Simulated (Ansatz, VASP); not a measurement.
# KYb3P: VASP beside Ansatz

The input INCAR:

```
SYSTEM = KYb3P
  PREC = Accurate
  ENCUT = 520
  EDIFF = 1E-7
  ISMEAR = 0
  SIGMA = 0.1
  LREAL = .FALSE.
  LASPH = .TRUE.
  NELM = 150
  ALGO = Normal
  ISIF = 2
  LWAVE = .FALSE.
  LCHARG = .FALSE.
  ISPIN = 2
  MAGMOM = 0 1 1 1 0
  LORBIT = 11
  LMAXMIX = 6
  GGA = PE
  NBANDS = 55
```

KPOINTS

```
regular mesh
0
G
  4 4 4
  0 0 0
```

Contents of POSCAR:

```
KYb3P
1.0
    5.6796306576      0.0000000000      0.0000000000
    0.0000000000      5.6796306576      0.0000000000
    0.0000000000      0.0000000000      5.6796306576
K Yb P
1 3 1
Direct
    0.0000000000      0.0000000000      0.0000000000
    0.0000000000      0.5000000000      0.5000000000
    0.5000000000      0.0000000000      0.5000000000
    0.5000000000      0.5000000000      0.0000000000
    0.5000000000      0.5000000000      0.5000000000
```

Input for Ansatz:

```yaml
crystal:
  lattice:
    - [5.6796306576, 0.0, 0.0]
    - [0.0, 5.6796306576, 0.0]
    - [0.0, 0.0, 5.6796306576]
  atoms:
    - { symbol: K, position: [0.0, 0.0, 0.0] }
    - { symbol: Yb, position: [0.0, 0.5, 0.5], spin: 1.0 }
    - { symbol: Yb, position: [0.5, 0.0, 0.5], spin: 1.0 }
    - { symbol: Yb, position: [0.5, 0.5, 0.0], spin: 1.0 }
    - { symbol: P, position: [0.5, 0.5, 0.5] }
basis:
  ecutwfc: 420
kpoints:
  mp_grid: { grid: [4, 4, 4] }
hamiltonian:
  xc: pbe
scf:
  occupations: { method: gaussian, width: 0.1 }
  lower_state_search: "off"
output:
  forces: true
  stress: true
  eigenvalues: true
  populations: true
magnetization:
  spin_polarized: true
```

Alike in both runs: task single point; functional PBE; k mesh 4 × 4 × 4; occupations gaussian, width 0.1 eV; collinear spin.

|  | VASP | Ansatz |
| --- | --- | --- |
| version | VASP 6.6.1 | Ansatz 0.2.0 |
| potentials or method | VASP PAW PBE potentials, release 64 (K_sv, Yb, P), cutoff 520 eV | scalar-relativistic, plane waves, PAW |
| valence electrons in the cell | 86 | 86 |

VASP gave:

| Item | Value |
| --- | --- |
| gap on the k mesh at the Fermi level (eV) | none |
| pressure (GPa) | -0.3 |
| net moment per atom (μB) | 0.10 |
| size of the moment on the site where the two differ most (μB) | 0.01 |

Question: What did Ansatz give for the same quantities?

Answer: gap on the k mesh at the Fermi level (eV): none; pressure (GPa): 0.0; net moment per atom (μB): 0.12; size of the moment on the site where the two differ most (μB): 0.04.

Site moments also hang on the region over which each program counts them. A gap of «none» marks a metal or a gap that the smearing closes.

Neither program's run includes spin-orbit coupling.
